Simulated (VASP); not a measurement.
**Cs: single point with PBE**

The system is Cs.

```
Cs
1.0
    -2.87138    2.87138    3.02250
     2.87138   -2.87138    3.02250
     2.87138    2.87138   -3.02250
Cs
1
Direct
  0.00000 0.00000 0.00000
```

This cell differs from its parent crystal: strain -0.050 along x and y, +0.000 along z.

```yaml
Program: VASP 6.6.1
Task: single point
Functional: PBE
Potentials_or_basis: VASP PAW PBE potentials, release 64 (Cs_sv)
Cutoff: 520 eV
k_mesh: 12 × 12 × 12
Occupations: gaussian, width 0.15 eV
Spin: no spin polarisation
```

```
Pressure : 0.4 GPa
```

Levels at points of the mesh, in eV from the Fermi level:
```
           k point  band 3  band 4  band 5  band 6  band 7  band 8
(0.00, 0.00, 0.00)  -10.50  -10.50   -1.82    2.51    2.51    2.74
(0.50, 0.00, 0.00)  -10.57  -10.50   -0.05    1.01    1.70    3.30
(0.50, 0.50, 0.00)  -10.58  -10.51    0.00    1.13    1.46    3.62
(0.50, 0.50, 0.50)  -10.65  -10.65    0.46    0.56    3.12    3.56
```

It took 74 s on 1 thread of AMD EPYC 9R45 96-Core Processor (Zen 5) (shared host), peak memory 0.3 GiB.

Caveat: the cell differs from its parent crystal (strain -0.050 along x and y, +0.000 along z); spin-orbit coupling is left out, which moves the levels of the heavy elements.
